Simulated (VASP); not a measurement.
Runs of VASP 6.6.1 on PPt. The structure is that of space group P6_3mc (No. 186), or close to it. The cells are those of the table. 

| cell | gap on the mesh (eV) | pressure (GPa) | largest force (eV/Å) |
| --- | --- | --- | --- |
| a = 3.640, b = 3.640, c = 6.180 Å, angles 90.0, 90.0, 120.0°, 4 atoms | none | 14.2 | 0.36 |
| a = 3.776, b = 3.776, c = 6.410 Å, angles 90.0, 90.0, 120.0°, 4 atoms | none | (b) | 0.14 |
| a = 3.808, b = 3.808, c = 6.465 Å, angles 90.0, 90.0, 120.0°, 4 atoms | none | -5.8 | (a) |
| a = 3.743, b = 3.743, c = 6.354 Å, angles 90.0, 90.0, 120.0°, 4 atoms | none | 0.4 | 0.19 |
| a = 3.675, b = 3.675, c = 6.239 Å, angles 90.0, 90.0, 120.0°, 4 atoms | none | 8.9 | 0.30 |

Alike in all rows: task single point; level PBE; potentials or basis VASP PAW PBE potentials, release 64 (P, Pt); no spin polarisation; k mesh 7 × 7 × 4; cutoff (eV) 520; smearing fermi-dirac 0.15 eV.

Q: Estimate the missing entries.

A: (a) 0.10; (b) -3.0.

Caveats: spin-orbit coupling is left out, which moves the levels of the heavy elements.

A k mesh can miss the band edges, and the runs leave out spin-orbit coupling on Pt.

A gap of «none» marks levels without a gap at the run's occupations.
